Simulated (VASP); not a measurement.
# ZnS (P6_3mc) in VASP: further runs

ZnS is run at these levels: r2SCAN; tasks: single point.

Everything below comes from runs of VASP 6.6.1. Logs are shortened: lines on timing, memory, paths and dates and some standing lists are left out, and cuts for length are marked.

**1. The cell of the first run**

The structure is hexagonal, space group P6_3mc (No. 186). The conventional cell has a = 3.694 Å, b = 3.694 Å, c = 12.653 Å, α = 90.00°, β = 90.00°, γ = 120.00°. Within 3.0 Å of Zn (site symmetry 3m) lie 4 S at 2.28 to 2.37 Å. Zn (site symmetry 3m) has 4 S at 2.28 to 2.37 Å within 3.0 Å. S (site symmetry 3m) has 4 Zn at 2.28 to 2.37 Å within 3.0 Å. Within 3.0 Å of S (site symmetry 3m) lie 4 Zn at 2.28 to 2.37 Å.

**2. Single point, r2SCAN (strain -0.030 along x and y, +0.015 along z)**

POSCAR

```
ZnS
1.0
    3.6944748077      0.0000000000      0.0000000000
   -1.8472374039      3.1995090372      0.0000000000
    0.0000000000      0.0000000000     12.6534621202
Zn S
4 4
Direct
    0.0000000000      0.0000000000      0.0001143924
    0.0000000000      0.0000000000      0.5001143924
    0.3333333333      0.6666666667      0.2500706174
    0.6666666667      0.3333333333      0.7500706174
    0.0000000000      0.0000000000      0.1872361436
    0.0000000000      0.0000000000      0.6872361436
    0.3333333333      0.6666666667      0.4375788466
    0.6666666667      0.3333333333      0.9375788466
```

INCAR.step1

```
  PREC = Accurate
  ENCUT = 520
  ISMEAR = 0
  SIGMA = 0.05
  LREAL = F
  LASPH = T
  NELM = 80
  NBANDS = 46
  GGA = PE
  ALGO = Normal
  EDIFF = 1E-4
  LWAVE = T
  LCHARG = F
```

INCAR.step2

```
  PREC = Accurate
  ENCUT = 520
  EDIFF = 1E-7
  ISMEAR = 0
  SIGMA = 0.05
  LREAL = F
  LASPH = T
  NELM = 80
  ALGO = Normal
  ISIF = 2
  LWAVE = F
  LCHARG = T
  METAGGA = R2SCAN
  LMIXTAU = T
  LELF = T
  LVHAR = T
  NBANDS = 46
  ISTART = 1
```

KPOINTS

```
Automatic mesh
0
Gamma
  6 6 2
```

Potentials or basis: VASP PAW PBE potentials, release 64 (Zn, S).

On the command line:

```sh
$ cat potpaw_PBE.64/Zn/POTCAR potpaw_PBE.64/S/POTCAR > POTCAR
$ cp INCAR.step1 INCAR
$ mpirun -np 1 vasp_std > vasp.out
$ cp INCAR.step2 INCAR
$ mpirun -np 1 vasp_std > vasp.out
```

OUTCAR:

```text
PREC = Accurate
   ENCUT = 520
   EDIFF = 1E-7
   ISMEAR = 0
   LREAL = F
   LASPH = T
   NELM = 80
   ISIF = 2
   METAGGA = R2SCAN
   ISTART = 1

 ion  position               nearest neighbor table
   1  0.000  0.000  0.000-   8 2.28   8 2.28   8 2.28   5 2.37
   2  0.000  0.000  0.500-   7 2.28   7 2.28   7 2.28   6 2.37
   3  0.333  0.667  0.250-   5 2.28   5 2.28   5 2.28   7 2.37
   4  0.667  0.333  0.750-   6 2.28   6 2.28   6 2.28   8 2.37
   5  0.000  0.000  0.187-   3 2.28   3 2.28   3 2.28   1 2.37
   6  0.000  0.000  0.687-   4 2.28   4 2.28   4 2.28   2 2.37
   7  0.333  0.667  0.438-   2 2.28   2 2.28   2 2.28   3 2.37
   8  0.667  0.333  0.938-   1 2.28   1 2.28   1 2.28   4 2.37

  LATTYP: Found a hexagonal cell.
 ALAT       =     3.6944748077
 C/A-ratio  =     3.4249691171

  Lattice vectors:

 A1 = (   3.6944748077,   0.0000000000,   0.0000000000)
 A2 = (  -1.8472374039,   3.1995090372,   0.0000000000)
 A3 = (   0.0000000000,   0.0000000000,  12.6534621202)

Analysis of symmetry for initial positions (statically):
=====================================================================
 Subroutine PRICEL returns:
 Original cell was already a primitive cell.

 Routine SETGRP: Setting up the symmetry group for a
 hexagonal supercell.

 Subroutine GETGRP returns: Found 12 space group operations
 (whereof  6 operations were pure point group operations)
 out of a pool of 24 trial point group operations.

The static configuration has the point symmetry C_3v.
 The point group associated with its full space group is C_6v.

Analysis of symmetry for dynamics (positions and initial velocities):
=====================================================================
 Subroutine PRICEL returns:
 Original cell was already a primitive cell.

 Routine SETGRP: Setting up the symmetry group for a
 hexagonal supercell.

 Subroutine GETGRP returns: Found 12 space group operations
 (whereof  6 operations were pure point group operations)
 out of a pool of 24 trial point group operations.

The dynamic configuration has the point symmetry C_3v.
 The point group associated with its full space group is C_6v.

 Subroutine INISYM returns: Found 12 space group operations
 (whereof  6 operations are pure point group operations),
 and found     1 'primitive' translations

----------------------------------------------------------------------------------------

                                     Primitive cell

  volume of cell :     149.5703

  direct lattice vectors                    reciprocal lattice vectors
     3.694474808  0.000000000  0.000000000     0.270674467  0.156273976  0.000000000
    -1.847237404  3.199509037  0.000000000     0.000000000  0.312547953  0.000000000
     0.000000000  0.000000000 12.653462120     0.000000000  0.000000000  0.079029754

  length of vectors
     3.694474808  3.694474808 12.653462120     0.312547953  0.312547953  0.079029754

  position of ions in fractional coordinates (direct lattice)
     0.000000000  0.000000000  0.000114392
     0.000000000  0.000000000  0.500114392
     0.333333333  0.666666667  0.250070617
     0.666666667  0.333333333  0.750070617
     0.000000000  0.000000000  0.187236144
     0.000000000  0.000000000  0.687236144
     0.333333333  0.666666667  0.437578847
     0.666666667  0.333333333  0.937578847

  ion indices of the primitive-cell ions
   primitive index   ion index
                 1           1
                 2           2
                 3           3
                 4           4
                 5           5
                 6           6
                 7           7
                 8           8

----------------------------------------------------------------------------------------

 KPOINTS: Automatic mesh

Automatic generation of k-mesh.
 Grid dimensions read from file:
 generate k-points for:    6    6    2

 Generating k-lattice:

  Cartesian coordinates                     Fractional coordinates (reciprocal lattice)
     0.045112411  0.026045663  0.000000000     0.166666667  0.000000000  0.000000000
     0.000000000  0.052091325  0.000000000     0.000000000  0.166666667  0.000000000
     0.000000000  0.000000000  0.039514877     0.000000000  0.000000000  0.500000000

  Length of vectors
     0.052091325  0.052091325  0.039514877

  Shift w.r.t. Gamma in fractional coordinates (k-lattice)
     0.000000000  0.000000000  0.000000000

 Subroutine IBZKPT returns following result:
 ===========================================

 Found     14 irreducible k-points:

 Following reciprocal coordinates:
            Coordinates               Weight
  0.000000  0.000000  0.000000      1.000000
  0.166667  0.000000  0.000000      6.000000
  0.333333  0.000000  0.000000      6.000000
  0.500000  0.000000  0.000000      3.000000
  0.166667  0.166667  0.000000      6.000000
  0.333333  0.166667  0.000000     12.000000
  0.333333  0.333333  0.000000      2.000000
[... 50 lines left out ...]
   METAGGA = R2SCAN    functional components
   LHFCALC =     F    Hartree Fock is set to
   AEXX    =    0.0000 exact exchange contribution
   IVDW    =     0    specifies the selected vdW correction
   LEPSILON=     F    determine dielectric tensor
   LRPA    =     F    only Hartree local field effects (RPA)
 non-spin polarized calculation
 Gauss-broadening in eV      SIGMA  =   0.05
  energy-cutoff  :      520.00
  volume of cell :      149.57
 maximum number of plane-waves:      4058
 NGX is ok and might be reduce to    28
   NGX = 13   NGY = 13   NGZ = 47

 number of electron      72.0000010 magnetization

 Free energy of the ion-electron system (eV)
  ---------------------------------------------------
  ext. energy  EPLUGINS =         0.00000000
  ---------------------------------------------------
  free energy    TOTEN  =       -75.26244347 eV

  energy without entropy =      -75.26244347  energy(sigma->0) =      -75.26244347

 E-fermi :   2.7193     XC(G=0): -10.5550

 val. band max:        2.4337685545   @ k =   0.0000   0.0000   0.0000
 cond. band min:       5.2637003557   @ k =   0.0000   0.0000   0.0000
 fundamental gap:      2.8299318012
 Fermi energy:         2.7193255172

 k-point     1 :       0.0000    0.0000    0.0000
  band No.  band energies     occupation
      1     -11.7333      2.00000
      2     -11.3095      2.00000
      3     -11.3042      2.00000
      4     -10.7975      2.00000
      5      -4.3868      2.00000
      6      -4.3868      2.00000
[... 38 lines left out ...]
     45       9.6673      0.00000
     46       9.6798      0.00000

 k-point     2 :       0.1667    0.0000    0.0000
  band No.  band energies     occupation
      1     -11.5190      2.00000
      2     -11.1271      2.00000
      3     -11.1218      2.00000
      4     -10.6641      2.00000
      5      -4.4096      2.00000
      6      -4.3848      2.00000
[... 38 lines left out ...]
     45       9.8263      0.00000
     46       9.8784      0.00000

 k-point     3 :       0.3333    0.0000    0.0000
  band No.  band energies     occupation
      1     -11.0039      2.00000
      2     -10.7200      2.00000
      3     -10.7148      2.00000
      4     -10.4079      2.00000
      5      -4.4291      2.00000
      6      -4.3801      2.00000
[... 38 lines left out ...]
     45      10.0301      0.00000
     46      10.2792      0.00000

 k-point     4 :       0.5000    0.0000    0.0000
  band No.  band energies     occupation
      1     -10.6479      2.00000
      2     -10.4916      2.00000
      3     -10.4865      2.00000
      4     -10.3258      2.00000
      5      -4.4211      2.00000
      6      -4.3289      2.00000
[... 430 lines left out ...]
     45      10.0407      0.00000
     46      10.0407      0.00000

 k-point    13 :       0.3333    0.1667    0.5000
  band No.  band energies     occupation
      1     -10.6170      2.00000
      2     -10.6170      2.00000
      3     -10.3705      2.00000
      4     -10.3705      2.00000
      5      -4.3222      2.00000
      6      -4.3222      2.00000
[... 38 lines left out ...]
     45      10.1683      0.00000
     46      10.1683      0.00000

 k-point    14 :       0.3333    0.3333    0.5000
  band No.  band energies     occupation
      1     -10.3864      2.00000
      2     -10.3864      2.00000
      3     -10.3779      2.00000
      4     -10.3779      2.00000
      5      -4.3018      2.00000
      6      -4.3018      2.00000
[... 38 lines left out ...]
     45      10.7819      0.00000
     46      10.7819      0.00000

------------------------ aborting loop because EDIFF is reached ----------------------------------------

  FORCE on cell =-STRESS in cart. coord.  units (eV):
  Direction    XX          YY          ZZ          XY          YZ          ZX
  --------------------------------------------------------------------------------------
  -------------------------------------------------------------------------------------
  Total        6.3113091      6.3113091     -0.5937295     -0.0000000      0.0000000      0.0000000
  in kB       67.6059020     67.6059020     -6.3599517     -0.0000000      0.0000000      0.0000000
  external PRESSURE =      42.9506175 kB  Pullay stress =       0.0000000 kB

 VOLUME and BASIS-vectors are now :
 -----------------------------------------------------------------------------
  energy-cutoff  :      520.00
  volume of cell :      149.57
      direct lattice vectors                 reciprocal lattice vectors
     3.694474808  0.000000000  0.000000000     0.270674467  0.156273976  0.000000000
    -1.847237404  3.199509037  0.000000000     0.000000000  0.312547953  0.000000000
     0.000000000  0.000000000 12.653462120     0.000000000  0.000000000  0.079029754

 POSITION                                       TOTAL-FORCE (eV/Angst)
 -----------------------------------------------------------------------------------
      0.00000      0.00000      0.00145        -0.000000     -0.000000      0.339845
      0.00000      0.00000      6.32818         0.000000      0.000000      0.339845
     -0.00000      2.13301      3.16426         0.000000      0.000000      0.312061
      1.84724      1.06650      9.49099         0.000000     -0.000000      0.312061
      0.00000      0.00000      2.36919        -0.000000     -0.000000     -0.321463
      0.00000      0.00000      8.69592        -0.000000     -0.000000     -0.321463
     -0.00000      2.13301      5.53689        -0.000000     -0.000000     -0.330444
      1.84724      1.06650     11.86362        -0.000000     -0.000000     -0.330444
 -----------------------------------------------------------------------------------
    total drift:                               -0.000000     -0.000001     -0.107179

  FREE ENERGIE OF THE ION-ELECTRON SYSTEM (eV)
  ---------------------------------------------------
  free  energy   TOTEN  =       -75.2624434678 eV

  energy  without entropy=      -75.2624434678  energy(sigma->0) =      -75.26244347
```

Wall time 9.1 min (1 thread of Intel Xeon 6975P-C (Granite Rapids), shared host); peak memory 0.32 GiB.

What came out:

| Item | Value |
| --- | --- |
| Free energy | -75.2624 eV |
| Pressure | 4.3 GPa |
| Largest force | 0.340 eV/Å |
| Band gap on the k mesh | 2.83 eV |

Forces in eV/Å, atoms in the order of the input:
```
Zn   0.000  0.000  0.340
Zn   0.000  0.000  0.340
Zn   0.000  0.000  0.312
Zn   0.000  0.000  0.312
S    0.000  0.000 -0.321
S    0.000  0.000 -0.321
S    0.000  0.000 -0.330
S    0.000  0.000 -0.330
```

Levels at points of the mesh, in eV from the valence-band top:
| k point | band 33 | band 34 | band 35 | band 36 | band 37 | band 38 | band 39 | band 40 |
| --- | --- | --- | --- | --- | --- | --- | --- | --- |
| (0.00, 0.00, 0.00) | -0.44 | -0.25 | 0.00 | 0.00 | 2.83 | 4.09 | 4.27 | 4.48 |
| (0.50, 0.00, 0.00) | -1.78 | -1.78 | -1.40 | -1.08 | 3.54 | 3.63 | 4.23 | 4.79 |
| (0.00, 0.00, 0.50) | -0.14 | -0.14 | -0.14 | -0.14 | 3.76 | 3.76 | 4.20 | 4.20 |
| (0.50, 0.00, 0.50) | -1.79 | -1.79 | -1.30 | -1.30 | 4.04 | 4.04 | 4.43 | 4.43 |

Caveat: the cell differs from its parent crystal (strain -0.030 along x and y, +0.015 along z); the cell stands under pressure; the PAW data sets were made with another functional, which shifts forces and pressure a little.

**3. Single point, r2SCAN (strain -0.015 along x and y, -0.015 along z)**

Changes to POSCAR since step 2:

```diff
@@ -2,5 +2,5 @@
 1.0
-    3.6944748077      0.0000000000      0.0000000000
-   -1.8472374039      3.1995090372      0.0000000000
-    0.0000000000      0.0000000000     12.6534621202
+    3.7516058615      0.0000000000      0.0000000000
+   -1.8758029307      3.2489859810      0.0000000000
+    0.0000000000      0.0000000000     12.2794681660
 Zn S
```

INCAR.step1

```
ALGO = Normal
EDIFF = 1E-4
ENCUT = 520
GGA = PE
ISMEAR = 0
LASPH = T
LCHARG = F
LREAL = F
LWAVE = T
NBANDS = 46
NELM = 80
PREC = Accurate
SIGMA = 0.05
```

INCAR.step2

```
ALGO = Normal
EDIFF = 1E-7
ENCUT = 520
ISIF = 2
ISMEAR = 0
ISTART = 1
LASPH = T
LCHARG = T
LELF = T
LMIXTAU = T
LREAL = F
LVHAR = T
LWAVE = F
METAGGA = R2SCAN
NBANDS = 46
NELM = 80
PREC = Accurate
SIGMA = 0.05
```

KPOINTS

```
k-points
0
Gamma
  6 6 2
```

Potentials or basis: VASP PAW PBE potentials, release 64 (Zn, S).

On the command line:

```sh
$ cat potpaw_PBE.64/Zn/POTCAR potpaw_PBE.64/S/POTCAR > POTCAR
$ cp INCAR.step1 INCAR
$ mpirun -np 1 vasp_std > vasp.out
$ cp INCAR.step2 INCAR
$ mpirun -np 1 vasp_std > vasp.out
```

It took 8.6 min on 1 thread of Intel Xeon 6975P-C (Granite Rapids), shared host; peak memory 0.31 GiB.

Results (log left out):

```yaml
Free_energy: -75.3708 eV
Pressure: 3.9 GPa
Largest_force: 0.027 eV/Å
Band_gap_on_the_k_mesh: 2.97 eV
```

Forces in eV/Å, atoms in the order of the input:
```
Zn   0.000  0.000  0.027
Zn   0.000  0.000  0.027
Zn   0.000  0.000  0.001
Zn   0.000  0.000  0.001
S    0.000  0.000 -0.015
S    0.000  0.000 -0.015
S    0.000  0.000 -0.013
S    0.000  0.000 -0.013
```

Levels at points of the mesh, in eV from the valence-band top:
| k point | band 34 | band 35 | band 36 | band 37 | band 38 | band 39 |
| --- | --- | --- | --- | --- | --- | --- |
| (0.00, 0.00, 0.00) | -0.05 | 0.00 | 0.00 | 2.97 | 3.81 | 4.08 |
| (0.50, 0.00, 0.00) | -1.76 | -1.24 | -0.98 | 3.70 | 3.75 | 4.17 |
| (0.00, 0.00, 0.50) | -0.16 | -0.16 | -0.16 | 3.78 | 3.78 | 3.96 |
| (0.50, 0.00, 0.50) | -1.67 | -1.23 | -1.23 | 4.05 | 4.05 | 4.55 |

Caveat: the cell differs from its parent crystal (strain -0.015 along x and y, -0.015 along z); the cell stands under pressure; the PAW data sets were made with another functional, which shifts forces and pressure a little.

**4. Single point, r2SCAN (strain -0.015 along x and y, +0.030 along z)**

Changes to POSCAR since step 3:

```diff
@@ -4,3 +4,3 @@
    -1.8758029307      3.2489859810      0.0000000000
-    0.0000000000      0.0000000000     12.2794681660
+    0.0000000000      0.0000000000     12.8404590974
 Zn S
```

INCAR.step1

```
SYSTEM = ZnS
PREC     = Accurate       ! precision mode
ENCUT    = 520            ! plane-wave cutoff, eV
ISMEAR   = 0              ! smearing method
SIGMA    = 0.05           ! smearing width, eV
LREAL    = .False.        ! projectors in reciprocal space
LASPH    = .True.         ! aspherical terms in the spheres
NELM     = 100            ! most SCF steps
NBANDS   = 46             ! bands
GGA      = PE             ! functional
ALGO     = Normal         ! electronic algorithm
EDIFF    = 1E-4           ! SCF threshold, eV
LWAVE    = .True.         ! write WAVECAR
LCHARG   = .False.        ! write CHGCAR
```

INCAR.step2

```
SYSTEM = ZnS
PREC     = Accurate       ! precision mode
ENCUT    = 520            ! plane-wave cutoff, eV
EDIFF    = 1E-6           ! SCF threshold, eV
ISMEAR   = 0              ! smearing method
SIGMA    = 0.05           ! smearing width, eV
LREAL    = .False.        ! projectors in reciprocal space
LASPH    = .True.         ! aspherical terms in the spheres
NELM     = 100            ! most SCF steps
ALGO     = Normal         ! electronic algorithm
ISIF     = 2              ! what is computed and relaxed
LWAVE    = .False.        ! write WAVECAR
LCHARG   = .False.        ! write CHGCAR
METAGGA  = R2SCAN         ! meta-GGA
LMIXTAU  = .True.       
NBANDS   = 46             ! bands
ISTART   = 1
```

KPOINTS

```
regular mesh
0
Gamma
  6 6 2
  0 0 0
```

On the command line:

```sh
$ cat potpaw_PBE.64/Zn/POTCAR potpaw_PBE.64/S/POTCAR > POTCAR
$ cp INCAR.step1 INCAR
$ mpirun -np 1 vasp_std > vasp.out
$ cp INCAR.step2 INCAR
$ mpirun -np 1 vasp_std > vasp.out
```

Run time: 4.8 min. Hardware: 1 thread of Intel Xeon 6975P-C (Granite Rapids), shared host; peak memory 0.31 GiB.

Results (log left out):

```yaml
Free_energy: -75.3600 eV
Pressure: 0.3 GPa
Largest_force: 0.237 eV/Å
Band_gap_on_the_k_mesh: 2.63 eV
```

Forces on the atoms (eV/Å):
```
Zn   0.000  0.000  0.231
Zn   0.000  0.000  0.231
Zn   0.000  0.000  0.236
Zn   0.000  0.000  0.236
S    0.000  0.000 -0.230
S    0.000  0.000 -0.230
S    0.000  0.000 -0.237
S    0.000  0.000 -0.237
```

Stress tensor (GPa, compression positive):
```
 2.36  0.00  0.00
 0.00  2.36  0.00
 0.00  0.00 -3.80
```

Levels at points of the mesh, in eV from the valence-band top:
```
           k point  band 34  band 35  band 36  band 37  band 38  band 39
(0.00, 0.00, 0.00)    -0.23     0.00     0.00     2.63     3.98     4.12
(0.50, 0.00, 0.00)    -1.65    -1.29    -1.00     3.59     3.62     4.26
(0.00, 0.00, 0.50)    -0.13    -0.13    -0.13     3.55     3.55     4.09
(0.50, 0.00, 0.50)    -1.66    -1.20    -1.20     4.06     4.06     4.40
```

Caveat: the cell differs from its parent crystal (strain -0.015 along x and y, +0.030 along z); the PAW data sets were made with another functional, which shifts forces and pressure a little.

**5. The runs side by side**

```tsv
cell	gap on the mesh (eV)	pressure (GPa)	largest force (eV/Å)
a = 3.694, b = 3.694, c = 12.653 Å, angles 90.0, 90.0, 120.0°, 8 atoms	2.83	4.3	0.34
a = 3.752, b = 3.752, c = 12.279 Å, angles 90.0, 90.0, 120.0°, 8 atoms	2.97	3.9	0.03
a = 3.752, b = 3.752, c = 12.840 Å, angles 90.0, 90.0, 120.0°, 8 atoms	2.63	0.3	0.24
```

Alike in all rows: task single point; level r2SCAN; potentials or basis VASP PAW PBE potentials, release 64 (Zn, S); no spin polarisation; k mesh 6 × 6 × 2; cutoff (eV) 520; smearing gaussian 0.05 eV.

Caveats: the PAW data sets were made with another functional, which shifts forces and pressure a little; the cell stands under pressure (at least some runs).

Absolute energies hang on the potentials; compare differences alone.
